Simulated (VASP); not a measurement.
# KCl (Fm-3m) in VASP: further runs

KCl is run at these levels: PBEsol; tasks: electric field gradients.

All numbers are computed with VASP 6.6.1; they aren't measurements. Logs are shortened: lines on timing, memory, paths and dates and some standing lists are left out, and cuts for length are marked.

## (1) The cell of the first run

The structure is cubic, space group Fm-3m (No. 225). The conventional cell has a = 6.270 Å, b = 6.270 Å, c = 6.270 Å, α = 90.00°, β = 90.00°, γ = 90.00°. K (site symmetry m-3m) has 6 Cl at 3.13 Å within 4.1 Å. Cl (site symmetry m-3m) has 6 K at 3.13 Å within 4.1 Å.

## (2) Electric field gradients, PBEsol (30.81 Å³/atom)

Contents of INCAR:

```
PREC     = Accurate       # precision mode
ENCUT    = 520            # plane-wave cutoff, eV
EDIFF    = 1E-8           # SCF threshold, eV
ISMEAR   = -1             # smearing method
SIGMA    = 0.03           # smearing width, eV
LREAL    = False          # projectors in reciprocal space
LASPH    = True           # aspherical terms in the spheres
NELM     = 80             # most SCF steps
ALGO     = Normal         # electronic algorithm
ISIF     = 2              # what is computed and relaxed
LWAVE    = False          # write WAVECAR
LCHARG   = False          # write CHGCAR
GGA      = PS             # functional
LEFG     = True         
NBANDS   = 15             # bands
```

Contents of KPOINTS:

```
regular mesh
0
Gamma
  7 7 7
```

Contents of POSCAR:

```
KCl
1.0
    0.0000000000      3.1349174826      3.1349174826
    3.1349174826      0.0000000000      3.1349174826
    3.1349174826      3.1349174826      0.0000000000
K Cl
1 1
Direct
    0.0000000000      0.0000000000      0.0000000000
    0.5000000000      0.5000000000      0.5000000000
```

Potentials or basis: VASP PAW PBE potentials, release 64 (K_sv, Cl).

Command:

```
$ cat potpaw_PBE.64/K_sv/POTCAR potpaw_PBE.64/Cl/POTCAR > POTCAR
$ mpirun -np 1 vasp_std > vasp.out
```

OUTCAR:

```text
PREC = Accurate
   ENCUT = 520
   EDIFF = 1E-8
   ISMEAR = -1
   LREAL = False
   LASPH = True
   NELM = 80
   ISIF = 2
   GGA = PS

 ion  position               nearest neighbor table
   1  0.000  0.000  0.000-   2 3.13   2 3.13   2 3.13   2 3.13   2 3.13   2 3.13
   2  0.500  0.500  0.500-   1 3.13   1 3.13   1 3.13   1 3.13   1 3.13   1 3.13

  LATTYP: Found a face centered cubic cell.
 ALAT       =     6.2698349652

  Lattice vectors:

 A1 = (   0.0000000000,   3.1349174826,   3.1349174826)
 A2 = (   3.1349174826,   0.0000000000,   3.1349174826)
 A3 = (   3.1349174826,   3.1349174826,   0.0000000000)

Analysis of symmetry for initial positions (statically):
=====================================================================
 Subroutine PRICEL returns:
 Original cell was already a primitive cell.

 Routine SETGRP: Setting up the symmetry group for a
 face centered cubic supercell.

 Subroutine GETGRP returns: Found 48 space group operations
 (whereof 48 operations were pure point group operations)
 out of a pool of 48 trial point group operations.

The static configuration has the point symmetry O_h .

Analysis of symmetry for dynamics (positions and initial velocities):
=====================================================================
 Subroutine PRICEL returns:
 Original cell was already a primitive cell.

 Routine SETGRP: Setting up the symmetry group for a
 face centered cubic supercell.

 Subroutine GETGRP returns: Found 48 space group operations
 (whereof 48 operations were pure point group operations)
 out of a pool of 48 trial point group operations.

The dynamic configuration has the point symmetry O_h .

 Subroutine INISYM returns: Found 48 space group operations
 (whereof 48 operations are pure point group operations),
 and found     1 'primitive' translations

----------------------------------------------------------------------------------------

                                     Primitive cell

  volume of cell :      61.6181

  direct lattice vectors                    reciprocal lattice vectors
     0.000000000  3.134917483  3.134917483    -0.159493831  0.159493831  0.159493831
     3.134917483  0.000000000  3.134917483     0.159493831 -0.159493831  0.159493831
     3.134917483  3.134917483  0.000000000     0.159493831  0.159493831 -0.159493831

  length of vectors
     4.433442821  4.433442821  4.433442821     0.276251419  0.276251419  0.276251419

  position of ions in fractional coordinates (direct lattice)
     0.000000000  0.000000000  0.000000000
     0.500000000  0.500000000  0.500000000

  ion indices of the primitive-cell ions
   primitive index   ion index
                 1           1
                 2           2

----------------------------------------------------------------------------------------

 KPOINTS: regular mesh

Automatic generation of k-mesh.
 Grid dimensions read from file:
 generate k-points for:    7    7    7

 Generating k-lattice:

  Cartesian coordinates                     Fractional coordinates (reciprocal lattice)
    -0.022784833  0.022784833  0.022784833     0.142857143  0.000000000  0.000000000
     0.022784833 -0.022784833  0.022784833     0.000000000  0.142857143  0.000000000
     0.022784833  0.022784833 -0.022784833     0.000000000  0.000000000  0.142857143

  Length of vectors
     0.039464488  0.039464488  0.039464488

  Shift w.r.t. Gamma in fractional coordinates (k-lattice)
     0.000000000  0.000000000  0.000000000

 Subroutine IBZKPT returns following result:
 ===========================================

 Found     20 irreducible k-points:

 Following reciprocal coordinates:
            Coordinates               Weight
  0.000000  0.000000  0.000000      1.000000
  0.142857  0.000000  0.000000      8.000000
  0.285714  0.000000  0.000000      8.000000
  0.428571  0.000000  0.000000      8.000000
  0.142857  0.142857  0.000000      6.000000
  0.285714  0.142857  0.000000     24.000000
[... 12 lines left out ...]
 -0.428571  0.428571  0.142857     24.000000
 -0.285714  0.428571  0.142857     24.000000
   k-points           NKPTS =     20   k-points in BZ     NKDIM =     20   number of bands    NBANDS=     15
   number of dos      NEDOS =    301   number of ions     NIONS =      2
   total plane-waves  NPLWV =  46656
   dimension x,y,z NGX =    36 NGY =   36 NGZ =   36
   dimension x,y,z NGXF=    72 NGYF=   72 NGZF=   72
   ions per type =               1   1
   NGX,Y,Z   is equivalent  to a cutoff of  13.50, 13.50, 13.50 a.u.
   NGXF,Y,Z  is equivalent  to a cutoff of  27.00, 27.00, 27.00 a.u.
 SYSTEM =  unknown system
   PREC   = accura    normal or accurate (medium, high low for compatibility)
   ISTART =      0    job   : 0-new  1-cont  2-samecut
   ICHARG =      2    charge: 1-file 2-atom 10-const
   ISPIN  =      1    spin polarized calculation?
   LNONCOLLINEAR =      F non collinear calculations
   LSORBIT =      F    spin-orbit coupling
   LASPH  =      T    aspherical Exc in radial PAW
   ENCUT  =  520.0 eV  38.22 Ry    6.18 a.u.   8.24  8.24  8.24*2*pi/ulx,y,z
   NELM   =     80;   NELMIN=  2; NELMDL= -5     # of ELM steps
   EDIFF  = 0.1E-07   stopping-criterion for ELM
   LREAL  =      F    real-space projection
   EDIFFG = 0.1E-06   stopping-criterion for IOM
   NSW    =      0    number of steps for IOM
   IBRION =     -1    ionic relax: 0-MD 1-quasi-New 2-CG
   NFREE  =      0    steps in history (QN), initial steepest desc. (CG)
   ISIF   =      2    stress and relaxation
   ISYM   =      2    0-nonsym 1-usesym 2-fastsym
   POTIM  = 0.5000    time-step for ionic-motion
   TEBEG  =    0.0;   TEEND  =   0.0 temperature during run
   PSTRESS=    0.0 pullay stress
   NELECT =      16.0000    total number of electrons
   NUPDOWN=      -1.0000    fix difference up-down
   EMIN   =  10.00;   EMAX   =-10.00  energy-range for DOS
   EFERMI =   0.00;   METHOD = LEGACY
   ISMEAR =    -1;   SIGMA  =   0.03  broadening in eV -4-tet -1-fermi 0-gaus
   EFERMI_NEDOS =   21; number of points for ismear=-14 and -15
   IALGO  =     38    algorithm
   IMIX   =      4    mixing-type and parameters
     AMIX     =   0.40;   BMIX     =  1.00
     AMIX_MAG =   1.60;   BMIX_MAG =  1.00
  volume/ion in A,a.u.               =      30.81       207.91
  Fermi-wavevector in a.u.,A,eV,Ry     =   1.044428  1.973684 14.841655  1.090831
  Thomas-Fermi vector in A             =   2.179181
   LORBIT       =      0    0 simple, 1 ext, 2 COOP (PROOUT), +10 PAW based schemes
   GGA     = PS    functional components
   LHFCALC =     F    Hartree Fock is set to
   AEXX    =    0.0000 exact exchange contribution
   IVDW    =     0    specifies the selected vdW correction
   LEPSILON=     F    determine dielectric tensor
   LRPA    =     F    only Hartree local field effects (RPA)
 non-spin polarized calculation
  energy-cutoff  :      520.00
  volume of cell :       61.62
 maximum number of plane-waves:      1673
 NGX is ok and might be reduce to    36
   NGX = 17   NGY = 17   NGZ = 17

 number of electron      16.0000002 magnetization

 Free energy of the ion-electron system (eV)
  ---------------------------------------------------
  ext. energy  EPLUGINS =         0.00000000
  ---------------------------------------------------
  free energy    TOTEN  =        -7.02305866 eV

  energy without entropy =       -7.02305866  energy(sigma->0) =       -7.02305866

 E-fermi :  -1.1470     XC(G=0):  -7.7679

 val. band max:       -1.8621167447   @ k =   0.0000   0.0000   0.0000
 cond. band min:       3.1955944652   @ k =   0.0000   0.0000   0.0000
 fundamental gap:      5.0577112099
 Fermi energy:        -1.1469761004

 k-point     1 :       0.0000    0.0000    0.0000
  band No.  band energies     occupation
      1     -28.8798      2.00000
      2     -13.9661      2.00000
      3     -12.4065      2.00000
      4     -12.4065      2.00000
      5     -12.4065      2.00000
      6      -1.8621      2.00000
      7      -1.8621      2.00000
      8      -1.8621      2.00000
      9       3.1956      0.00000
     10       6.4367      0.00000
     11       6.4367      0.00000
     12       6.4367      0.00000
     13       7.3291      0.00000
     14       7.3291      0.00000
[... 329 lines left out ...]
      2     -13.9740      2.00000
      3     -12.5204      2.00000
      4     -12.4815      2.00000
      5     -12.3153      2.00000
      6      -2.4705      2.00000
      7      -2.3882      2.00000
      8      -2.2424      2.00000
      9       5.7497      0.00000
     10       6.4637      0.00000
     11       7.6156      0.00000
     12       8.0193      0.00000
     13       9.5353      0.00000
     14       9.6143      0.00000
     15      10.4525      0.00000

------------------------ aborting loop because EDIFF is reached ----------------------------------------

  FORCE on cell =-STRESS in cart. coord.  units (eV):
  Direction    XX          YY          ZZ          XY          YZ          ZX
  --------------------------------------------------------------------------------------
  -------------------------------------------------------------------------------------
  Total       -0.0695196     -0.0695196     -0.0695196     -0.0000000      0.0000000     -0.0000000
  in kB       -1.8076300     -1.8076300     -1.8076300     -0.0000000      0.0000000     -0.0000000
  external PRESSURE =      -1.8076300 kB  Pullay stress =       0.0000000 kB

 VOLUME and BASIS-vectors are now :
 -----------------------------------------------------------------------------
  energy-cutoff  :      520.00
  volume of cell :       61.62
      direct lattice vectors                 reciprocal lattice vectors
     0.000000000  3.134917483  3.134917483    -0.159493831  0.159493831  0.159493831
     3.134917483  0.000000000  3.134917483     0.159493831 -0.159493831  0.159493831
     3.134917483  3.134917483  0.000000000     0.159493831  0.159493831 -0.159493831

 POSITION                                       TOTAL-FORCE (eV/Angst)
 -----------------------------------------------------------------------------------
      0.00000      0.00000      0.00000        -0.000000      0.000000      0.000000
      3.13492      3.13492      3.13492         0.000000      0.000000     -0.000000
 -----------------------------------------------------------------------------------
    total drift:                                0.000000      0.000000      0.000000

  FREE ENERGIE OF THE ION-ELECTRON SYSTEM (eV)
  ---------------------------------------------------
  free  energy   TOTEN  =        -7.0230586618 eV

  energy  without entropy=       -7.0230586618  energy(sigma->0) =       -7.02305866

 Electric field gradients (V/A^2)
---------------------------------------------------------------------
 ion       V_xx      V_yy      V_zz      V_xy      V_xz      V_yz
---------------------------------------------------------------------
   1      -0.000     0.000     0.000    -0.000    -0.000    -0.000
   2       0.000    -0.000     0.000     0.000     0.000     0.000
---------------------------------------------------------------------

 Electric field gradients after diagonalization (V/A^2)
 (convention: |V_zz| > |V_xx| > |V_yy|)
----------------------------------------------------------------------
 ion       V_xx      V_yy      V_zz     asymmetry (V_yy - V_xx)/ V_zz
----------------------------------------------------------------------
   1       0.000     0.000    -0.000       0.000
   2      -0.000    -0.000     0.000       0.000
----------------------------------------------------------------------

           NMR quadrupolar parameters

 Cq : quadrupolar parameter    Cq=e*Q*V_zz/h
 eta: asymmetry parameters     (V_yy - V_xx)/ V_zz
 Q  : nuclear electric quadrupole moment in mb (millibarn)
----------------------------------------------------------------------
 ion       Cq(MHz)       eta       Q (mb)
----------------------------------------------------------------------
   1      -0.000       0.000       1.000
   2       0.000       0.000       1.000
----------------------------------------------------------------------
```

Wall time 23 s (1 thread of Intel Xeon Platinum 8259CL at 2.50GHz (Skylake/Cascade Lake), shared host); peak memory 0.2 GiB.

Results:

```yaml
Free_energy: -7.0231 eV
Pressure: -0.2 GPa
Band_gap_on_the_k_mesh: 5.06 eV
Largest_electric_field_gradient_by_atom: under 0.05 V/Å² on every atom
```

Caveat: the PAW data sets were made with another functional, which shifts forces and pressure a little; an odd mesh through Γ misses points on the zone boundary, where band edges can lie.

## (3) Electric field gradients, PBEsol (31.75 Å³/atom)

This run uses another cell than the first one, of 31.75 Å³/atom.

Contents of INCAR:

```
ALGO = Normal
EDIFF = 1E-8
ENCUT = 520
GGA = PS
ISIF = 2
ISMEAR = -1
LASPH = True
LCHARG = False
LEFG = True
LREAL = False
LWAVE = False
NBANDS = 15
NELM = 100
PREC = Accurate
SIGMA = 0.03
```

Contents of KPOINTS:

```
k-points
0
Gamma
  7 7 7
```

Contents of POSCAR:

```
KCl
1.0
    0.0000000000      3.1665854591      3.1665854591
    3.1665854591      0.0000000000      3.1665854591
    3.1665854591      3.1665854591      0.0000000000
K Cl
1 1
Direct
    0.0000000000      0.0000000000      0.0000000000
    0.5000000000      0.5000000000      0.5000000000
```

Potentials or basis: VASP PAW PBE potentials, release 64 (K_sv, Cl).

Command:

```
$ cat potpaw_PBE.64/K_sv/POTCAR potpaw_PBE.64/Cl/POTCAR > POTCAR
$ mpirun -np 1 vasp_std > vasp.out
```

OUTCAR:

```text
EDIFF = 1E-8
   ENCUT = 520
   GGA = PS
   ISIF = 2
   ISMEAR = -1
   LASPH = True
   LREAL = False
   NELM = 100
   PREC = Accurate

 ion  position               nearest neighbor table
   1  0.000  0.000  0.000-   2 3.17   2 3.17   2 3.17   2 3.17   2 3.17   2 3.17
   2  0.500  0.500  0.500-   1 3.17   1 3.17   1 3.17   1 3.17   1 3.17   1 3.17

  LATTYP: Found a face centered cubic cell.
 ALAT       =     6.3331709182

  Lattice vectors:

 A1 = (   0.0000000000,   3.1665854591,   3.1665854591)
 A2 = (   3.1665854591,   0.0000000000,   3.1665854591)
 A3 = (   3.1665854591,   3.1665854591,   0.0000000000)

Analysis of symmetry for initial positions (statically):
=====================================================================
 Subroutine PRICEL returns:
 Original cell was already a primitive cell.

 Routine SETGRP: Setting up the symmetry group for a
 face centered cubic supercell.

[... 542 lines left out ...]
      direct lattice vectors                 reciprocal lattice vectors
     0.000000000  3.166585459  3.166585459    -0.157898786  0.157898786  0.157898786
     3.166585459  0.000000000  3.166585459     0.157898786 -0.157898786  0.157898786
     3.166585459  3.166585459  0.000000000     0.157898786  0.157898786 -0.157898786

 POSITION                                       TOTAL-FORCE (eV/Angst)
 -----------------------------------------------------------------------------------
      0.00000      0.00000      0.00000         0.000000     -0.000000     -0.000000
      3.16659      3.16659      3.16659        -0.000000      0.000000      0.000000
 -----------------------------------------------------------------------------------
    total drift:                                0.000000      0.000000      0.000000

  FREE ENERGIE OF THE ION-ELECTRON SYSTEM (eV)
  ---------------------------------------------------
  free  energy   TOTEN  =        -7.0183772824 eV

  energy  without entropy=       -7.0183772824  energy(sigma->0) =       -7.01837728

 Electric field gradients (V/A^2)
---------------------------------------------------------------------
 ion       V_xx      V_yy      V_zz      V_xy      V_xz      V_yz
---------------------------------------------------------------------
   1      -0.000    -0.000     0.000    -0.000    -0.000    -0.000
   2      -0.000     0.000     0.000    -0.000    -0.000    -0.000
---------------------------------------------------------------------

 Electric field gradients after diagonalization (V/A^2)
 (convention: |V_zz| > |V_xx| > |V_yy|)
----------------------------------------------------------------------
 ion       V_xx      V_yy      V_zz     asymmetry (V_yy - V_xx)/ V_zz
----------------------------------------------------------------------
   1       0.000     0.000    -0.001       0.000
   2       0.000     0.000    -0.000       0.000
----------------------------------------------------------------------

           NMR quadrupolar parameters

 Cq : quadrupolar parameter    Cq=e*Q*V_zz/h
 eta: asymmetry parameters     (V_yy - V_xx)/ V_zz
 Q  : nuclear electric quadrupole moment in mb (millibarn)
----------------------------------------------------------------------
 ion       Cq(MHz)       eta       Q (mb)
----------------------------------------------------------------------
   1      -0.000       0.000       1.000
   2      -0.000       0.000       1.000
----------------------------------------------------------------------
```

OSZICAR:

```text
N       E                     dE             d eps       ncg     rms          rms(c)
DAV:   1     0.977104217363E+02    0.97710E+02   -0.70219E+03   600   0.947E+02
DAV:   2    -0.112533912665E+01   -0.98836E+02   -0.90497E+02   769   0.233E+02
DAV:   3    -0.703247365060E+01   -0.59071E+01   -0.58732E+01   824   0.505E+01
DAV:   4    -0.727033707126E+01   -0.23786E+00   -0.23778E+00   908   0.899E+00
DAV:   5    -0.727225949814E+01   -0.19224E-02   -0.19224E-02   838   0.920E-01    0.312E+00
DAV:   6    -0.702100052421E+01    0.25126E+00   -0.35567E-01   761   0.315E+00    0.255E+00
DAV:   7    -0.700693904051E+01    0.14061E-01   -0.80476E-02   831   0.167E+00    0.149E+00
DAV:   8    -0.701726466591E+01   -0.10326E-01   -0.15324E-02   792   0.908E-01    0.202E-01
DAV:   9    -0.701777398965E+01   -0.50932E-03   -0.79764E-04   782   0.177E-01    0.964E-02
DAV:  10    -0.701836544056E+01   -0.59145E-03   -0.59588E-04   642   0.149E-01    0.233E-02
DAV:  11    -0.701837399081E+01   -0.85503E-05   -0.23559E-05   855   0.287E-02    0.159E-02
DAV:  12    -0.701837722093E+01   -0.32301E-05   -0.81692E-06   663   0.155E-02    0.662E-03
DAV:  13    -0.701837721295E+01    0.79765E-08   -0.77078E-07   712   0.564E-03    0.546E-04
DAV:  14    -0.701837722452E+01   -0.11567E-07   -0.55962E-08   768   0.152E-03    0.871E-04
DAV:  15    -0.701837727780E+01   -0.53277E-07   -0.12273E-08   738   0.602E-04    0.833E-05
DAV:  16    -0.701837728242E+01   -0.46252E-08   -0.76138E-10   440   0.186E-04
   1 F= -.70183773E+01 E0= -.70183773E+01  d E =-.481910E-10
```

stdout:

```text
POSCAR found type information on POSCAR K Cl
 POSCAR found :  2 types and       2 ions
 scaLAPACK will be used
 -----------------------------------------------------------------------------
|                                                                             |
|                                                                             |
|     You enforced a specific xc type in the INCAR file but a different       |
|     I HOPE YOU KNOW WHAT YOU ARE DOING!                                     |
|                                                                             |
 -----------------------------------------------------------------------------

 LDA part: xc-table for (Slater+PW92), standard interpolation
 POSCAR, INCAR and KPOINTS ok, starting setup
 FFT: planning ... GRIDC
 FFT: planning ... GRID_SOFT
 FFT: planning ... GRID
 WAVECAR not read
 entering main loop
ion   1

ion   2
```

Wall time 27 s (1 thread of Intel Xeon Platinum 8259CL at 2.50GHz (Skylake/Cascade Lake), shared host); peak memory 0.2 GiB.

What came out:

```yaml
Free_energy: -7.0184 eV
Pressure: -0.7 GPa
Band_gap_on_the_k_mesh: 4.96 eV
Largest_electric_field_gradient_by_atom: under 0.05 V/Å² on every atom
```

Caveat: the PAW data sets were made with another functional, which shifts forces and pressure a little; an odd mesh through Γ misses points on the zone boundary, where band edges can lie.
